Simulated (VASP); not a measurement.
# Zr (Im-3m) in VASP: further runs

Aim: see how the results for Zr move with the level of theory and the settings. Levels: PBEsol, PBE, LDA. Tasks: single point, relaxation of cell and atoms.

All numbers are computed with VASP 6.6.1; they aren't measurements. Logs are shortened: lines on timing, memory, paths and dates and some standing lists are left out, and cuts for length are marked.

## Step 1: The cell of the first run

The structure is cubic, space group Im-3m (No. 229). Conventional cell: a = 3.531 Å, b = 3.531 Å, c = 3.531 Å, α = 90.00°, β = 90.00°, γ = 90.00°. Zr (site symmetry m-3m) has 14 Zr at 3.06 to 3.53 Å within 4.0 Å.

## Step 2: Single point, PBEsol

The input, INCAR:

```
PREC = Accurate
ENCUT = 500
EDIFF = 1E-6
ISMEAR = -1
SIGMA = 0.05
LREAL = F
LASPH = T
NELM = 120
ALGO = Normal
ISIF = 2
LWAVE = F
LCHARG = F
GGA = PS
NBANDS = 12
GGA_COMPAT = F
```

The input, KPOINTS:

```
regular mesh
0
Gamma
  8 8 8
```

The input, POSCAR:

```
Zr
1.0
   -1.7652743028      1.7652743028      1.7652743028
    1.7652743028     -1.7652743028      1.7652743028
    1.7652743028      1.7652743028     -1.7652743028
Zr
1
Direct
    0.0000000000      0.0000000000      0.0000000000
```

Potentials or basis: VASP PAW PBE potentials, release 64 (Zr_sv).

Command:

```
$ cat potpaw_PBE.64/Zr_sv/POTCAR > POTCAR
$ mpirun -np 1 vasp_std > vasp.out
```

OUTCAR:

```text
PREC = Accurate
   ENCUT = 500
   EDIFF = 1E-6
   ISMEAR = -1
   LREAL = F
   LASPH = T
   NELM = 120
   ISIF = 2
   GGA = PS

 ion  position               nearest neighbor table
   1  0.000  0.000  0.000-

  LATTYP: Found a body centered cubic cell.
 ALAT       =     3.5305486056

  Lattice vectors:

 A1 = (  -1.7652743028,   1.7652743028,   1.7652743028)
 A2 = (   1.7652743028,  -1.7652743028,   1.7652743028)
 A3 = (   1.7652743028,   1.7652743028,  -1.7652743028)

Analysis of symmetry for initial positions (statically):
=====================================================================
 Subroutine PRICEL returns:
 Original cell was already a primitive cell.

 Routine SETGRP: Setting up the symmetry group for a
 body centered cubic supercell.

 Subroutine GETGRP returns: Found 48 space group operations
 (whereof 48 operations were pure point group operations)
 out of a pool of 48 trial point group operations.

The static configuration has the point symmetry O_h .

Analysis of symmetry for dynamics (positions and initial velocities):
=====================================================================
 Subroutine PRICEL returns:
 Original cell was already a primitive cell.

 Routine SETGRP: Setting up the symmetry group for a
 body centered cubic supercell.

 Subroutine GETGRP returns: Found 48 space group operations
 (whereof 48 operations were pure point group operations)
 out of a pool of 48 trial point group operations.

The dynamic configuration has the point symmetry O_h .

 Subroutine INISYM returns: Found 48 space group operations
 (whereof 48 operations are pure point group operations),
 and found     1 'primitive' translations

----------------------------------------------------------------------------------------

                                     Primitive cell

  volume of cell :      22.0037

  direct lattice vectors                    reciprocal lattice vectors
    -1.765274303  1.765274303  1.765274303     0.000000000  0.283242100  0.283242100
     1.765274303 -1.765274303  1.765274303     0.283242100  0.000000000  0.283242100
     1.765274303  1.765274303 -1.765274303     0.283242100  0.283242100  0.000000000

  length of vectors
     3.057544782  3.057544782  3.057544782     0.400564819  0.400564819  0.400564819

  position of ions in fractional coordinates (direct lattice)
     0.000000000  0.000000000  0.000000000

  ion indices of the primitive-cell ions
   primitive index   ion index
                 1           1

----------------------------------------------------------------------------------------

 KPOINTS: regular mesh

Automatic generation of k-mesh.
 Grid dimensions read from file:
 generate k-points for:    8    8    8

 Generating k-lattice:

  Cartesian coordinates                     Fractional coordinates (reciprocal lattice)
     0.000000000  0.035405262  0.035405262     0.125000000  0.000000000  0.000000000
     0.035405262  0.000000000  0.035405262     0.000000000  0.125000000  0.000000000
     0.035405262  0.035405262  0.000000000     0.000000000  0.000000000  0.125000000

  Length of vectors
     0.050070602  0.050070602  0.050070602

  Shift w.r.t. Gamma in fractional coordinates (k-lattice)
     0.000000000  0.000000000  0.000000000

 Subroutine IBZKPT returns following result:
 ===========================================

 Found     29 irreducible k-points:

 Following reciprocal coordinates:
            Coordinates               Weight
  0.000000  0.000000  0.000000      1.000000
  0.125000  0.000000  0.000000     12.000000
  0.250000  0.000000  0.000000     12.000000
  0.375000  0.000000  0.000000     12.000000
  0.500000  0.000000  0.000000      6.000000
  0.125000  0.125000  0.000000     24.000000
[... 16 lines left out ...]
 -0.250000  0.250000  0.250000      6.000000
 -0.375000  0.375000  0.250000     24.000000
 [... further k-points ...]
   k-points           NKPTS =     29   k-points in BZ     NKDIM =     29   number of bands    NBANDS=     12
   number of dos      NEDOS =    301   number of ions     NIONS =      1
   total plane-waves  NPLWV =  13824
   dimension x,y,z NGX =    24 NGY =   24 NGZ =   24
   dimension x,y,z NGXF=    48 NGYF=   48 NGZF=   48
   ions per type =               1
   NGX,Y,Z   is equivalent  to a cutoff of  13.05, 13.05, 13.05 a.u.
   NGXF,Y,Z  is equivalent  to a cutoff of  26.10, 26.10, 26.10 a.u.
 SYSTEM =  unknown system
   PREC   = accura    normal or accurate (medium, high low for compatibility)
   ISTART =      0    job   : 0-new  1-cont  2-samecut
   ICHARG =      2    charge: 1-file 2-atom 10-const
   ISPIN  =      1    spin polarized calculation?
   LNONCOLLINEAR =      F non collinear calculations
   LSORBIT =      F    spin-orbit coupling
   LASPH  =      T    aspherical Exc in radial PAW
   ENCUT  =  500.0 eV  36.75 Ry    6.06 a.u.   5.57  5.57  5.57*2*pi/ulx,y,z
   NELM   =    120;   NELMIN=  2; NELMDL= -5     # of ELM steps
   EDIFF  = 0.1E-05   stopping-criterion for ELM
   LREAL  =      F    real-space projection
   EDIFFG = 0.1E-04   stopping-criterion for IOM
   NSW    =      0    number of steps for IOM
   IBRION =     -1    ionic relax: 0-MD 1-quasi-New 2-CG
   NFREE  =      0    steps in history (QN), initial steepest desc. (CG)
   ISIF   =      2    stress and relaxation
   ISYM   =      2    0-nonsym 1-usesym 2-fastsym
   POTIM  = 0.5000    time-step for ionic-motion
   TEBEG  =    0.0;   TEEND  =   0.0 temperature during run
   PSTRESS=    0.0 pullay stress
   NELECT =      12.0000    total number of electrons
   NUPDOWN=      -1.0000    fix difference up-down
   EMIN   =  10.00;   EMAX   =-10.00  energy-range for DOS
   EFERMI =   0.00;   METHOD = LEGACY
   ISMEAR =    -1;   SIGMA  =   0.05  broadening in eV -4-tet -1-fermi 0-gaus
   EFERMI_NEDOS =   21; number of points for ismear=-14 and -15
   IALGO  =     38    algorithm
   IMIX   =      4    mixing-type and parameters
     AMIX     =   0.40;   BMIX     =  1.00
     AMIX_MAG =   1.60;   BMIX_MAG =  1.00
  volume/ion in A,a.u.               =      22.00       148.49
  Fermi-wavevector in a.u.,A,eV,Ry     =   1.337529  2.527562 24.340585  1.788983
  Thomas-Fermi vector in A             =   2.466070
   LORBIT       =      0    0 simple, 1 ext, 2 COOP (PROOUT), +10 PAW based schemes
   GGA     = PS    functional components
   LHFCALC =     F    Hartree Fock is set to
   AEXX    =    0.0000 exact exchange contribution
   IVDW    =     0    specifies the selected vdW correction
   LEPSILON=     F    determine dielectric tensor
   LRPA    =     F    only Hartree local field effects (RPA)
 non-spin polarized calculation
  energy-cutoff  :      500.00
  volume of cell :       22.00
 maximum number of plane-waves:       586
 NGX is ok and might be reduce to    24
   NGX = 11   NGY = 11   NGZ = 11

 number of electron      12.0000000 magnetization

 Free energy of the ion-electron system (eV)
  ---------------------------------------------------
  ext. energy  EPLUGINS =         0.00000000
  ---------------------------------------------------
  free energy    TOTEN  =        -9.01384726 eV

  energy without entropy =       -8.99579432  energy(sigma->0) =       -9.00482079

 E-fermi :   9.2301     XC(G=0): -11.4586

 val. band max:        9.2152331088   @ k =  -0.3750   0.3750   0.1250
 cond. band min:       9.2650001687   @ k =   0.2500   0.0000   0.0000
 fundamental gap:      0.0497670599
 Fermi energy:         9.2300902032

 k-point     1 :       0.0000    0.0000    0.0000
  band No.  band energies     occupation
      1     -39.0728      2.00000
      2     -16.5167      2.00000
      3     -16.5167      2.00000
      4     -16.5167      2.00000
      5       3.7419      2.00000
      6      10.3547      0.00000
      7      10.3547      0.00000
      8      10.3547      0.00000
      9      12.9967      0.00000
     10      12.9967      0.00000
     11      21.7891      0.00000
     12      21.7891      0.00000

 k-point     2 :       0.1250    0.0000    0.0000
  band No.  band energies     occupation
      1     -39.0451      2.00000
      2     -16.6996      2.00000
      3     -16.5720      2.00000
      4     -16.5182      2.00000
      5       4.2918      2.00000
      6       9.9960      0.00000
      7      10.1891      0.00000
      8      10.9041      0.00000
      9      12.5499      0.00000
     10      12.9985      0.00000
     11      22.2252      0.00000
     12      22.7848      0.00000

 k-point     3 :       0.2500    0.0000    0.0000
  band No.  band energies     occupation
      1     -38.9775      2.00000
      2     -17.1222      2.00000
      3     -16.7029      2.00000
      4     -16.5221      2.00000
      5       5.5580      2.00000
      6       9.2650      0.66442
      7       9.6419      0.00053
      8      12.4547      0.00000
      9      12.5245      0.00000
     10      13.1291      0.00000
     11      22.0128      0.00000
     12      23.6041      0.00000

 k-point     4 :       0.3750    0.0000    0.0000
  band No.  band energies     occupation
      1     -38.9088      2.00000
      2     -17.5215      2.00000
      3     -16.8302      2.00000
      4     -16.5262      2.00000
      5       6.2668      2.00000
      6       8.6605      1.99998
      7      10.1201      0.00000
      8      12.9556      0.00000
      9      13.4823      0.00000
     10      14.6190      0.00000
     11      20.2945      0.00000
     12      21.4216      0.00000

 k-point     5 :       0.5000    0.0000    0.0000
  band No.  band energies     occupation
      1     -38.8800      2.00000
      2     -17.6810      2.00000
      3     -16.8820      2.00000
      4     -16.5280      2.00000
      5       6.2582      2.00000
      6       8.4363      2.00000
      7      11.0611      0.00000
      8      13.0132      0.00000
      9      13.7321      0.00000
     10      15.9866      0.00000
     11      19.4269      0.00000
     12      20.2533      0.00000

 k-point     6 :       0.1250    0.1250    0.0000
  band No.  band energies     occupation
      1     -38.9974      2.00000
      2     -16.9887      2.00000
      3     -16.6389      2.00000
      4     -16.5607      2.00000
      5       5.2443      2.00000
      6       9.5800      0.00183
      7       9.5872      0.00158
      8      12.0598      0.00000
      9      12.1602      0.00000
     10      13.2850      0.00000
     11      22.9835      0.00000
     12      23.3180      0.00000

 k-point     7 :       0.2500    0.1250    0.0000
  band No.  band energies     occupation
      1     -38.9291      2.00000
      2     -17.3514      2.00000
      3     -16.8000      2.00000
      4     -16.5809      2.00000
      5       6.4419      2.00000
      6       8.8863      1.99794
      7       9.3138      0.31549
      8      12.3990      0.00000
      9      13.6052      0.00000
     10      14.0818      0.00000
     11      21.4119      0.00000
     12      22.7180      0.00000

 k-point     8 :       0.3750    0.1250    0.0000
  band No.  band energies     occupation
      1     -38.8801      2.00000
      2     -17.5915      2.00000
      3     -16.9251      2.00000
      4     -16.5879      2.00000
      5       6.6743      2.00000
      6       8.5494      2.00000
      7      10.1402      0.00000
      8      12.8293      0.00000
      9      13.8683      0.00000
     10      16.1460      0.00000
     11      19.9304      0.00000
     12      20.6195      0.00000
[... 166 lines left out ...]
 k-point    20 :      -0.3750    0.5000    0.1250
  band No.  band energies     occupation
      1     -38.8466      2.00000
      2     -17.5070      2.00000
      3     -17.0889      2.00000
      4     -16.7279      2.00000
      5       7.3866      2.00000
      6       8.6058      1.99999
      7       9.4066      0.05692
      8      12.0057      0.00000
      9      14.1913      0.00000
     10      16.6787      0.00000
     11      19.7654      0.00000
     12      22.0695      0.00000

 k-point    21 :      -0.3750   -0.3750    0.1250
  band No.  band energies     occupation
      1     -38.8294      2.00000
      2     -17.3552      2.00000
      3     -17.3552      2.00000
      4     -16.7375      2.00000
      5       8.2400      2.00000
      6       8.2400      2.00000
      7       8.6159      1.99999
      8      13.3806      0.00000
      9      13.3806      0.00000
     10      18.4693      0.00000
     11      19.5851      0.00000
     12      19.5851      0.00000

 k-point    22 :       0.2500    0.2500    0.2500
  band No.  band energies     occupation
      1     -38.8650      2.00000
      2     -17.1075      2.00000
      3     -17.1075      2.00000
      4     -17.1075      2.00000
      5       8.6827      1.99996
      6       8.6827      1.99996
      7       8.6827      1.99996
      8      13.8682      0.00000
      9      13.8682      0.00000
     10      17.1384      0.00000
     11      20.2066      0.00000
     12      20.2066      0.00000

 k-point    23 :      -0.2500    0.2500    0.2500
  band No.  band energies     occupation
      1     -38.8959      2.00000
      2     -17.1468      2.00000
      3     -16.9063      2.00000
      4     -16.9063      2.00000
      5       6.9733      2.00000
      6       8.8412      1.99916
      7      10.7525      0.00000
      8      10.7525      0.00000
      9      12.3266      0.00000
     10      14.0929      0.00000
     11      22.0892      0.00000
     12      25.6264      0.00000

 k-point    24 :      -0.3750    0.3750    0.2500
  band No.  band energies     occupation
      1     -38.8373      2.00000
      2     -17.3805      2.00000
      3     -17.0450      2.00000
      4     -16.9429      2.00000
      5       7.4510      2.00000
      6       7.9998      2.00000
      7      10.7587      0.00000
      8      11.3768      0.00000
      9      14.1204      0.00000
     10      14.6632      0.00000
     11      21.6210      0.00000
     12      23.1952      0.00000

 [... further k-points ...]
[... 5 lines left out ...]
  --------------------------------------------------------------------------------------
  -------------------------------------------------------------------------------------
  Total        0.0100023      0.0100023      0.0100023      0.0000000      0.0000000      0.0000000
  in kB        0.7283070      0.7283070      0.7283070      0.0000000      0.0000000      0.0000000
  external PRESSURE =       0.7283070 kB  Pullay stress =       0.0000000 kB

 VOLUME and BASIS-vectors are now :
 -----------------------------------------------------------------------------
  energy-cutoff  :      500.00
  volume of cell :       22.00
      direct lattice vectors                 reciprocal lattice vectors
    -1.765274303  1.765274303  1.765274303     0.000000000  0.283242100  0.283242100
     1.765274303 -1.765274303  1.765274303     0.283242100  0.000000000  0.283242100
     1.765274303  1.765274303 -1.765274303     0.283242100  0.283242100  0.000000000

 POSITION                                       TOTAL-FORCE (eV/Angst)
 -----------------------------------------------------------------------------------
      0.00000      0.00000      0.00000        -0.000000      0.000000      0.000000
 -----------------------------------------------------------------------------------
    total drift:                                0.000000      0.000000     -0.000000

  FREE ENERGIE OF THE ION-ELECTRON SYSTEM (eV)
  ---------------------------------------------------
  free  energy   TOTEN  =        -9.0138472613 eV

  energy  without entropy=       -8.9957943184  energy(sigma->0) =       -9.00482079
```

It took 8.6 s on 1 thread of Intel Xeon 8259CL, shared host; peak memory 0.14 GiB.

What came out:

| Quantity | Value |
| --- | --- |
| Free energy | -9.0138 eV |
| Pressure | 0.1 GPa |
| Band gap on the k mesh | zero (band 6 reaches 10.35 eV, above the bottom of band 7 at 8.62 eV) |

Caveat: the PAW data sets were made with another functional, which shifts forces and pressure a little.

(Part 1 of 3 ends here.)
